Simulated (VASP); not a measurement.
Write the native input for VASP 6.6.1 that does the following.

```
Task                   : single point
Functional             : PBEsol
Potentials or basis    : VASP PAW PBE potentials, release 64 (Mg)
Cutoff                 : 520 eV
k mesh                 : 16 × 16 × 16
Occupations            : fermi-dirac, width 0.05 eV
Spin                   : no spin polarisation
Dipole correction      : no
Further INCAR settings : ALGO = Normal; EDIFF = 1e-06; NBANDS = 7
```

The structure of Mg lies in POSCAR:

```
Mg
1.0
   -1.4862784307      1.4862784307      1.4862784307
    1.4862784307     -1.4862784307      1.4862784307
    1.4862784307      1.4862784307     -1.4862784307
Mg
1
Direct
    0.0000000000      0.0000000000      0.0000000000
```

This cell differs from its parent crystal: volume scaled by 1.02.

The input as run:

INCAR

```
PREC     = Accurate       # precision mode
ENCUT    = 520            # plane-wave cutoff, eV
EDIFF    = 1E-6           # SCF threshold, eV
ISMEAR   = -1             # smearing method
SIGMA    = 0.05           # smearing width, eV
LREAL    = False          # projectors in reciprocal space
LASPH    = True           # aspherical terms in the spheres
NELM     = 100            # most SCF steps
ALGO     = Normal         # electronic algorithm
ISIF     = 2              # what is computed and relaxed
LWAVE    = False          # write WAVECAR
LCHARG   = False          # write CHGCAR
GGA      = PS             # functional
NBANDS   = 7              # bands
```

KPOINTS

```
regular mesh
0
Gamma
  16 16 16
```

Potentials or basis: VASP PAW PBE potentials, release 64 (Mg).

The run is started by

```console
$ cat potpaw_PBE.64/Mg/POTCAR > POTCAR
$ mpirun -np 1 vasp_std > vasp.out
```

Results of the run:

```
Pressure               : 57.0 GPa
Band gap on the k mesh : zero (band 1 reaches 10.25 eV, above the bottom of band 2 at 5.41 eV)
```

Caveat: the PAW data sets were made with another functional, which shifts forces and pressure a little.

It took 7.7 s on 1 thread of Intel Xeon 6975P-C, on a shared host, peak memory 0.13 GiB.
